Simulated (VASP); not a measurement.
**Nb3As4: single point with PBE**

Nb3As4:

```
CELL_PARAMETERS angstrom
5.52118 0.00000 0.00000
0.00000 5.52118 0.00000
0.00000 0.00000 5.52118
ATOMIC_POSITIONS crystal
Nb 0.00000 0.00000 0.50000
Nb 0.50000 0.00000 0.00000
Nb 0.00000 0.50000 0.00000
As 0.71773 0.71773 0.71773
As 0.28227 0.28227 0.71773
As 0.28227 0.71773 0.28227
As 0.71773 0.28227 0.28227
```

The cell was built from a structure type or drawn by symmetry, and may not be a known phase.

```json
{"Program": "VASP 6.6.1", "Task": "single point", "Functional": "PBE", "Potentials or basis": "VASP PAW PBE potentials, release 64 (Nb_sv, As)", "Cutoff": "520 eV", "k mesh": "4 × 4 × 4", "Occupations": "gaussian, width 0.1 eV", "Spin": "collinear spin", "Starting moments": "[1.0, 1.0, 1.0, 0.0, 0.0, 0.0, 0.0] μB", "Dipole correction": "no", "Further INCAR settings": "ALGO = Normal; EDIFF = 1e-06; NBANDS = 42"}
```

```
Pressure                                              : 0.1 GPa
Largest force                                         : 0.010 eV/Å
Net moment                                            : 0.00 μB per cell
Valence electrons inside the program's atomic spheres : Nb 10.62; As 2.86
```

Forces in eV/Å, atoms in the order of the input:
```
Nb   0.000  0.000  0.000
Nb   0.000  0.000  0.000
Nb   0.000  0.000  0.000
As  -0.006 -0.006 -0.006
As   0.006  0.006 -0.006
As   0.006 -0.006  0.006
As  -0.006  0.006  0.006
```

Levels at points of the mesh, in eV from the Fermi level:
Spin up:
| k point | band 26 | band 27 | band 28 | band 29 | band 30 | band 31 | band 32 | band 33 |
| --- | --- | --- | --- | --- | --- | --- | --- | --- |
| (0.00, 0.00, 0.00) | -1.18 | -1.18 | -1.18 | 0.00 | 0.41 | 0.41 | 0.54 | 0.54 |
| (0.50, 0.00, 0.00) | -1.61 | -1.34 | -1.34 | -0.61 | -0.15 | -0.11 | -0.11 | 0.67 |
| (0.50, 0.50, 0.00) | -1.78 | -1.24 | -1.24 | -0.12 | 0.30 | 0.30 | 0.52 | 1.01 |
| (0.50, 0.50, 0.50) | -1.64 | -1.64 | -1.64 | 0.34 | 0.83 | 0.83 | 0.83 | 1.22 |
Spin down:
| k point | band 25 | band 26 | band 27 | band 28 | band 29 | band 30 | band 31 | band 32 | band 33 | band 34 |
| --- | --- | --- | --- | --- | --- | --- | --- | --- | --- | --- |
| (0.00, 0.00, 0.00) | -1.85 | -1.18 | -1.18 | -1.18 | 0.00 | 0.41 | 0.41 | 0.54 | 0.54 | 0.54 |
| (0.50, 0.00, 0.00) | -1.61 | -1.61 | -1.34 | -1.34 | -0.61 | -0.15 | -0.11 | -0.11 | 0.67 | 0.70 |
| (0.50, 0.50, 0.00) | -2.02 | -1.78 | -1.24 | -1.24 | -0.12 | 0.30 | 0.30 | 0.52 | 1.01 | 1.01 |
| (0.50, 0.50, 0.50) | -2.35 | -1.64 | -1.64 | -1.64 | 0.34 | 0.83 | 0.83 | 0.83 | 1.22 | 1.22 |

Wall time 100 s on 1 thread of Intel(R) Xeon(R) 6975P-C (Granite Rapids), with other jobs on the host, peak memory 0.35 GiB.
